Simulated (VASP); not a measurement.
Wanted: the native input for a VASP 6.6.1 run.

* Task: single point
* Functional: PBEsol
* Potentials or basis: VASP PAW PBE potentials, release 64 (Na_pv, I)
* Cutoff: 520 eV
* k mesh: 6 × 6 × 6
* Occupations: gaussian, width 0.05 eV
* Spin: no spin polarisation
* Dipole correction: no
* Further INCAR settings: ALGO = Normal; EDIFF = 1e-06; NBANDS = 14

The structure of NaI lies in POSCAR:

```
NaI
1.0
    0.0000000000      3.3334920000      3.1878540000
    3.3334920000      0.0000000000      3.1878540000
    3.3334920000      3.3334920000      0.0000000000
Na I
1 1
Direct
    0.0000000000      0.0000000000      0.0000000000
    0.5000000000      0.5000000000      0.5000000000
```

This cell differs from its parent crystal: strain +0.030 along x and y, -0.015 along z.

These files were run (other wordings do the same):

INCAR

```
PREC = Accurate
ENCUT = 520
EDIFF = 1E-6
ISMEAR = 0
SIGMA = 0.05
LREAL = F
LASPH = T
NELM = 80
ALGO = Normal
ISIF = 2
LWAVE = F
LCHARG = T
GGA = PS
LELF = T
LVHAR = T
NBANDS = 14
```

KPOINTS

```
Automatic mesh
0
Gamma
  6 6 6
```

Potentials or basis: VASP PAW PBE potentials, release 64 (Na_pv, I).

Run with:

```console
$ cat potpaw_PBE.64/Na_pv/POTCAR potpaw_PBE.64/I/POTCAR > POTCAR
$ mpirun -np 1 vasp_std > vasp.out
```

It gave:

The pressure is -1.0 GPa and the band gap on the k mesh is 3.39 eV.

Caveat: the cell differs from its parent crystal (strain +0.030 along x and y, -0.015 along z); the PAW data sets were made with another functional, which shifts forces and pressure a little; spin-orbit coupling is left out, which moves the levels of the heavy elements.

Run time: 35 s on 1 thread of Intel Xeon 8259CL, with other jobs on the host, peak memory 0.21 GiB.
